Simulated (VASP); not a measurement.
# RbZnBr3 in VASP: settings compared

The runs below take RbZnBr3 through single point, with r2SCAN, PBE.

Everything below comes from runs of VASP 6.6.1. Logs are shortened: lines on timing, memory, paths and dates and some standing lists are left out, and cuts for length are marked.

### Step 1. The cell of the first run

Symmetry: Pm-3m, No. 221, cubic system. The conventional cell has a = 5.249 Å, b = 5.249 Å, c = 5.249 Å, α = 90.00°, β = 90.00°, γ = 90.00°. Within 4.9 Å of Rb (site symmetry m-3m) lie 12 Br at 3.71 Å and 8 Zn at 4.55 Å. Zn (site symmetry m-3m) has 6 Br at 2.62 Å within 3.5 Å. Within 3.5 Å of Br (site symmetry 4/mmm) lie 2 Zn at 2.62 Å.

### Step 2. Single point, r2SCAN

The input, POSCAR:

```
RbZnBr3
1.0
    5.2486225789      0.0000000000      0.0000000000
    0.0000000000      5.2486225789      0.0000000000
    0.0000000000      0.0000000000      5.2486225789
Rb Zn Br
1 1 3
Direct
    0.0000000000      0.0000000000      0.0000000000
    0.5000000000      0.5000000000      0.5000000000
    0.5000000000      0.5000000000      0.0000000000
    0.5000000000      0.0000000000      0.5000000000
    0.0000000000      0.5000000000      0.5000000000
```

The input, INCAR.step1:

```
  ALGO = Normal
  EDIFF = 1E-4
  ENCUT = 520
  GGA = PE
  ISMEAR = 0
  LASPH = T
  LCHARG = F
  LREAL = F
  LWAVE = T
  NBANDS = 29
  NELM = 80
  PREC = Accurate
  SIGMA = 0.01
```

The input, INCAR.step2:

```
  ALGO = Normal
  EDIFF = 1E-7
  ENCUT = 520
  ISIF = 2
  ISMEAR = 0
  ISTART = 1
  LASPH = T
  LCHARG = T
  LELF = T
  LMIXTAU = T
  LREAL = F
  LVHAR = T
  LWAVE = F
  METAGGA = R2SCAN
  NBANDS = 29
  NELM = 80
  PREC = Accurate
  SIGMA = 0.01
```

The input, KPOINTS:

```
k-points
0
Gamma
  6 6 6
```

Potentials or basis: VASP PAW PBE potentials, release 64 (Rb_sv, Zn, Br).

Launch:

```bash
> cat potpaw_PBE.64/Rb_sv/POTCAR potpaw_PBE.64/Zn/POTCAR potpaw_PBE.64/Br/POTCAR > POTCAR
> cp INCAR.step1 INCAR
> mpirun -np 1 vasp_std > vasp.out
> cp INCAR.step2 INCAR
> mpirun -np 1 vasp_std > vasp.out
```

OUTCAR:

```text
EDIFF = 1E-7
   ENCUT = 520
   ISIF = 2
   ISMEAR = 0
   ISTART = 1
   LASPH = T
   LREAL = F
   METAGGA = R2SCAN
   NELM = 80
   PREC = Accurate

 ion  position               nearest neighbor table
   1  0.000  0.000  0.000-   3 3.71   4 3.71   5 3.71   4 3.71   5 3.71   3 3.71   5 3.71   5 3.71
                             3 3.71   4 3.71   4 3.71   3 3.71
   2  0.500  0.500  0.500-   3 2.62   4 2.62   5 2.62   3 2.62   4 2.62   5 2.62
   3  0.500  0.500  0.000-   2 2.62   2 2.62   1 3.71   1 3.71   1 3.71   1 3.71
   4  0.500  0.000  0.500-   2 2.62   2 2.62   1 3.71   1 3.71   1 3.71   1 3.71
   5  0.000  0.500  0.500-   2 2.62   2 2.62   1 3.71   1 3.71   1 3.71   1 3.71

  LATTYP: Found a simple cubic cell.
 ALAT       =     5.2486225789

  Lattice vectors:

 A1 = (   5.2486225789,   0.0000000000,   0.0000000000)
 A2 = (   0.0000000000,   5.2486225789,   0.0000000000)
 A3 = (   0.0000000000,   0.0000000000,   5.2486225789)

Analysis of symmetry for initial positions (statically):
=====================================================================
 Subroutine PRICEL returns:
 Original cell was already a primitive cell.

 Routine SETGRP: Setting up the symmetry group for a
 simple cubic supercell.

 Subroutine GETGRP returns: Found 48 space group operations
 (whereof 48 operations were pure point group operations)
 out of a pool of 48 trial point group operations.

The static configuration has the point symmetry O_h .

Analysis of symmetry for dynamics (positions and initial velocities):
=====================================================================
 Subroutine PRICEL returns:
 Original cell was already a primitive cell.

 Routine SETGRP: Setting up the symmetry group for a
 simple cubic supercell.

 Subroutine GETGRP returns: Found 48 space group operations
 (whereof 48 operations were pure point group operations)
 out of a pool of 48 trial point group operations.

The dynamic configuration has the point symmetry O_h .

 Subroutine INISYM returns: Found 48 space group operations
 (whereof 48 operations are pure point group operations),
 and found     1 'primitive' translations

----------------------------------------------------------------------------------------

                                     Primitive cell

  volume of cell :     144.5893

[... 89 lines left out ...]
   EDIFF  = 0.1E-06   stopping-criterion for ELM
   LREAL  =      F    real-space projection
   EDIFFG = 0.1E-05   stopping-criterion for IOM
   NSW    =      0    number of steps for IOM
   IBRION =     -1    ionic relax: 0-MD 1-quasi-New 2-CG
   NFREE  =      0    steps in history (QN), initial steepest desc. (CG)
   ISIF   =      2    stress and relaxation
   ISYM   =      2    0-nonsym 1-usesym 2-fastsym
   POTIM  = 0.5000    time-step for ionic-motion
   TEBEG  =    0.0;   TEEND  =   0.0 temperature during run
   PSTRESS=    0.0 pullay stress
   NELECT =      42.0000    total number of electrons
   NUPDOWN=      -1.0000    fix difference up-down
   EMIN   =  10.00;   EMAX   =-10.00  energy-range for DOS
   EFERMI =   0.00;   METHOD = LEGACY
   ISMEAR =     0;   SIGMA  =   0.01  broadening in eV -4-tet -1-fermi 0-gaus
   EFERMI_NEDOS =   21; number of points for ismear=-14 and -15
   IALGO  =     38    algorithm
   IMIX   =      4    mixing-type and parameters
     AMIX     =   0.40;   BMIX     =  1.00
     AMIX_MAG =   1.60;   BMIX_MAG =  1.00
  volume/ion in A,a.u.               =      28.92       195.15
  Fermi-wavevector in a.u.,A,eV,Ry     =   1.084208  2.048856 15.993742  1.175507
  Thomas-Fermi vector in A             =   2.220292
   LORBIT       =      0    0 simple, 1 ext, 2 COOP (PROOUT), +10 PAW based schemes
   METAGGA = R2SCAN    functional components
   LHFCALC =     F    Hartree Fock is set to
   AEXX    =    0.0000 exact exchange contribution
   IVDW    =     0    specifies the selected vdW correction
   LEPSILON=     F    determine dielectric tensor
   LRPA    =     F    only Hartree local field effects (RPA)
 non-spin polarized calculation
 Gauss-broadening in eV      SIGMA  =   0.01
  energy-cutoff  :      520.00
  volume of cell :      144.59
 maximum number of plane-waves:      3922
 NGX is ok and might be reduce to    40
   NGX = 19   NGY = 19   NGZ = 19

 number of electron      42.0000003 magnetization

 Free energy of the ion-electron system (eV)
  ---------------------------------------------------
  ext. energy  EPLUGINS =         0.00000000
  ---------------------------------------------------
  free energy    TOTEN  =       -69.37092630 eV

  energy without entropy =      -69.37092630  energy(sigma->0) =      -69.37092630

 E-fermi :  -0.2216     XC(G=0):  -8.9813

 val. band max:       -0.2713831230   @ k =   0.5000   0.5000   0.5000
 cond. band min:       0.4970905804   @ k =   0.0000   0.0000   0.0000
 fundamental gap:      0.7684737034
 Fermi energy:        -0.2215615823

 k-point     1 :       0.0000    0.0000    0.0000
  band No.  band energies     occupation
      1     -26.0380      2.00000
      2     -14.7430      2.00000
      3     -13.8775      2.00000
      4     -13.8775      2.00000
      5      -9.6053      2.00000
      6      -9.6053      2.00000
[... 629 lines left out ...]
     28       8.3689      0.00000
     29       8.3689      0.00000

------------------------ aborting loop because EDIFF is reached ----------------------------------------

  FORCE on cell =-STRESS in cart. coord.  units (eV):
  Direction    XX          YY          ZZ          XY          YZ          ZX
  --------------------------------------------------------------------------------------
  -------------------------------------------------------------------------------------
  Total        0.0515122      0.0515122      0.0515122      0.0000000      0.0000000     -0.0000000
  in kB        0.5708006      0.5708006      0.5708006      0.0000000      0.0000000     -0.0000000
  external PRESSURE =       0.5708006 kB  Pullay stress =       0.0000000 kB

 VOLUME and BASIS-vectors are now :
 -----------------------------------------------------------------------------
  energy-cutoff  :      520.00
  volume of cell :      144.59
      direct lattice vectors                 reciprocal lattice vectors
     5.248622579  0.000000000  0.000000000     0.190526178  0.000000000  0.000000000
     0.000000000  5.248622579  0.000000000     0.000000000  0.190526178  0.000000000
     0.000000000  0.000000000  5.248622579     0.000000000  0.000000000  0.190526178

 POSITION                                       TOTAL-FORCE (eV/Angst)
 -----------------------------------------------------------------------------------
      0.00000      0.00000      0.00000         0.000000      0.000000      0.000000
      2.62431      2.62431      2.62431         0.000000      0.000000      0.000000
      2.62431      2.62431      0.00000         0.000000      0.000000      0.000000
      2.62431      0.00000      2.62431         0.000000      0.000000      0.000000
      0.00000      2.62431      2.62431         0.000000      0.000000      0.000000
 -----------------------------------------------------------------------------------
    total drift:                               -0.000000      0.000000     -0.000000

  FREE ENERGIE OF THE ION-ELECTRON SYSTEM (eV)
  ---------------------------------------------------
  free  energy   TOTEN  =       -69.3709263040 eV

  energy  without entropy=      -69.3709263040  energy(sigma->0) =      -69.37092630
```

OUTCAR.step1:

```text
EDIFF = 1E-4
   ENCUT = 520
   GGA = PE
   ISMEAR = 0
[... 867 lines left out ...]
      2.62431      2.62431      2.62431         0.000000      0.000000      0.000000
      2.62431      2.62431      0.00000         0.000000      0.000000      0.000000
      2.62431      0.00000      2.62431         0.000000      0.000000      0.000000
      0.00000      2.62431      2.62431         0.000000      0.000000      0.000000
 -----------------------------------------------------------------------------------
    total drift:                               -0.000000      0.000000     -0.000000

  FREE ENERGIE OF THE ION-ELECTRON SYSTEM (eV)
  ---------------------------------------------------
  free  energy   TOTEN  =       -12.7043904846 eV

  energy  without entropy=      -12.7043904846  energy(sigma->0) =      -12.70439048
```

OSZICAR.step1:

```text
N       E                     dE             d eps       ncg     rms          rms(c)
DAV:   1     0.318520824205E+03    0.31852E+03   -0.18469E+04  1160   0.138E+03
DAV:   2     0.186469513899E+02   -0.29987E+03   -0.28739E+03  1331   0.303E+02
DAV:   3    -0.127145596477E+02   -0.31362E+02   -0.31212E+02  1393   0.103E+02
DAV:   4    -0.135021798052E+02   -0.78762E+00   -0.78617E+00  1873   0.160E+01
DAV:   5    -0.135133544091E+02   -0.11175E-01   -0.11170E-01  1583   0.151E+00    0.617E+00
DAV:   6    -0.127877978435E+02    0.72556E+00   -0.12139E+00  1523   0.290E+01    0.461E+00
DAV:   7    -0.127034171010E+02    0.84381E-01   -0.10367E+00  1407   0.546E+00    0.171E+00
DAV:   8    -0.127040986515E+02   -0.68155E-03   -0.82916E-02  1379   0.277E+00    0.582E-01
DAV:   9    -0.127043461100E+02   -0.24746E-03   -0.12568E-02  1412   0.178E+00    0.904E-02
DAV:  10    -0.127043126133E+02    0.33497E-04   -0.20726E-03  1464   0.518E-01    0.463E-02
DAV:  11    -0.127043904846E+02   -0.77871E-04   -0.43172E-04  1385   0.259E-01
   1 F= -.12704390E+02 E0= -.12704390E+02  d E =-.748401E-23
```

Run time: 4.3 min. Hardware: 1 thread of Intel Xeon 6975P-C, shared host; peak memory 0.31 GiB.

Results:

```yaml
Free_energy: -69.3709 eV
Pressure: 0.1 GPa
Band_gap_on_the_k_mesh: 0.77 eV, indirect (least direct gap 1.26 eV)
```

Caveat: the PAW data sets were made with another functional, which shifts forces and pressure a little. r2SCAN opens gaps a little over a GGA but as a rule still falls short of measured ones.

### Step 3. Single point, PBE (uniaxial x strain -2.0%)

The input, INCAR:

```
SYSTEM = RbZnBr3
ALGO = Normal
EDIFF = 1E-6
ENCUT = 520
GGA = PE
ISIF = 2
ISMEAR = -1
LASPH = .True.
LCHARG = .False.
LREAL = .False.
LWAVE = .False.
NBANDS = 29
NELM = 60
PREC = Accurate
SIGMA = 0.02
```

The input, KPOINTS:

```
k-points
0
Gamma
  6 6 6
  0 0 0
```

Changes to POSCAR since step 2:

```diff
@@ -2,3 +2,3 @@
 1.0
-    5.2486225789      0.0000000000      0.0000000000
+    5.1436501274      0.0000000000      0.0000000000
     0.0000000000      5.2486225789      0.0000000000
```

Potentials or basis: VASP PAW PBE potentials, release 64 (Rb_sv, Zn, Br).

Launch:

```bash
> cat potpaw_PBE.64/Rb_sv/POTCAR potpaw_PBE.64/Zn/POTCAR potpaw_PBE.64/Br/POTCAR > POTCAR
> mpirun -np 1 vasp_std > vasp.out
```

OUTCAR:

```text
SYSTEM = RbZnBr3
   EDIFF = 1E-6
   ENCUT = 520
   GGA = PE
   ISIF = 2
   ISMEAR = -1
   LASPH = .True.
   LREAL = .False.
   NELM = 60
   PREC = Accurate

 ion  position               nearest neighbor table
   1  0.000  0.000  0.000-   3 3.67   4 3.67   4 3.67   3 3.67   3 3.67   4 3.67   4 3.67   3 3.67
                             5 3.71   5 3.71   5 3.71   5 3.71
   2  0.500  0.500  0.500-   5 2.57   5 2.57   3 2.62   3 2.62   4 2.62   4 2.62
   3  0.500  0.500  0.000-   2 2.62   2 2.62   1 3.67   1 3.67   1 3.67   1 3.67
   4  0.500  0.000  0.500-   2 2.62   2 2.62   1 3.67   1 3.67   1 3.67   1 3.67
   5  0.000  0.500  0.500-   2 2.57   2 2.57   1 3.71   1 3.71   1 3.71   1 3.71

  LATTYP: Found a simple tetragonal cell.
[... 972 lines left out ...]
  Total        2.2590721      1.6423339      1.6423339      0.0000000      0.0000000      0.0000000
  in kB       25.5433917     18.5699155     18.5699155      0.0000000      0.0000000      0.0000000
  external PRESSURE =      20.8944075 kB  Pullay stress =       0.0000000 kB

 VOLUME and BASIS-vectors are now :
 -----------------------------------------------------------------------------
  energy-cutoff  :      520.00
  volume of cell :      141.70
      direct lattice vectors                 reciprocal lattice vectors
     5.143650127  0.000000000  0.000000000     0.194414467  0.000000000  0.000000000
     0.000000000  5.248622579  0.000000000     0.000000000  0.190526178  0.000000000
     0.000000000  0.000000000  5.248622579     0.000000000  0.000000000  0.190526178

 POSITION                                       TOTAL-FORCE (eV/Angst)
 -----------------------------------------------------------------------------------
      0.00000      0.00000      0.00000         0.000000      0.000000      0.000000
      2.57183      2.62431      2.62431         0.000000      0.000000      0.000000
      2.57183      2.62431      0.00000         0.000000      0.000000      0.000000
      2.57183      0.00000      2.62431         0.000000      0.000000      0.000000
      0.00000      2.62431      2.62431         0.000000      0.000000      0.000000
 -----------------------------------------------------------------------------------
    total drift:                               -0.000000      0.000000     -0.000000

  FREE ENERGIE OF THE ION-ELECTRON SYSTEM (eV)
  ---------------------------------------------------
  free  energy   TOTEN  =       -12.6695025697 eV

  energy  without entropy=      -12.6694775646  energy(sigma->0) =      -12.66949007
```

OSZICAR:

```text
N       E                     dE             d eps       ncg     rms          rms(c)
DAV:   1     0.320981617209E+03    0.32098E+03   -0.18678E+04  2320   0.140E+03
DAV:   2     0.189975658211E+02   -0.30198E+03   -0.28878E+03  2677   0.303E+02
DAV:   3    -0.126169091089E+02   -0.31614E+02   -0.31418E+02  2730   0.103E+02
DAV:   4    -0.134492339946E+02   -0.83232E+00   -0.83086E+00  3678   0.168E+01
DAV:   5    -0.134610668233E+02   -0.11833E-01   -0.11829E-01  3192   0.164E+00    0.644E+00
DAV:   6    -0.127501305788E+02    0.71094E+00   -0.11953E+00  3114   0.296E+01    0.479E+00
DAV:   7    -0.126682594071E+02    0.81871E-01   -0.10548E+00  2828   0.556E+00    0.176E+00
DAV:   8    -0.126692141678E+02   -0.95476E-03   -0.86158E-02  2841   0.286E+00    0.595E-01
DAV:   9    -0.126694563554E+02   -0.24219E-03   -0.12518E-02  2805   0.184E+00    0.947E-02
DAV:  10    -0.126694165336E+02    0.39822E-04   -0.21477E-03  2969   0.553E-01    0.446E-02
DAV:  11    -0.126694901743E+02   -0.73641E-04   -0.38693E-04  2972   0.234E-01    0.249E-02
DAV:  12    -0.126695034882E+02   -0.13314E-04   -0.16406E-04  2883   0.173E-01    0.789E-03
DAV:  13    -0.126695026137E+02    0.87452E-06   -0.11953E-05  2889   0.439E-02    0.230E-03
DAV:  14    -0.126695025697E+02    0.43929E-07   -0.26209E-06  2414   0.126E-02
   1 F= -.12669503E+02 E0= -.12669490E+02  d E =-.250051E-04
```

It took 2.3 min on 1 thread of Intel Xeon 6975P-C, shared host; peak memory 0.34 GiB.

Results:

| Item | Value |
| --- | --- |
| Free energy | -12.6695 eV |
| Pressure | 2.1 GPa |
| Band gap on the k mesh | 0.22 eV, indirect (least direct gap 0.71 eV) |

Levels at points of the mesh, in eV from the valence-band top:
| k point | band 18 | band 19 | band 20 | band 21 | band 22 | band 23 | band 24 | band 25 |
| --- | --- | --- | --- | --- | --- | --- | --- | --- |
| (0.00, 0.00, 0.00) | -0.87 | -0.51 | -0.49 | -0.49 | 0.22 | 4.71 | 5.88 | 5.94 |
| (0.50, 0.00, 0.00) | -1.22 | -1.19 | -0.74 | -0.74 | 3.64 | 6.49 | 6.92 | 7.60 |
| (0.00, 0.50, 0.00) | -1.16 | -1.14 | -0.74 | -0.71 | 3.37 | 6.39 | 6.90 | 7.46 |
| (0.50, 0.50, 0.00) | -1.32 | -1.28 | -0.26 | -0.03 | 5.32 | 6.05 | 6.27 | 7.63 |
| (0.00, 0.50, 0.50) | -1.25 | -1.25 | -0.31 | -0.08 | 5.10 | 6.14 | 6.14 | 7.63 |
| (0.50, 0.50, 0.50) | -0.23 | -0.04 | 0.00 | 0.00 | 5.09 | 5.09 | 5.28 | 5.81 |

Caveat: the cell differs from its parent crystal (uniaxial x strain -2.0%).

[end of part 1 of 2]
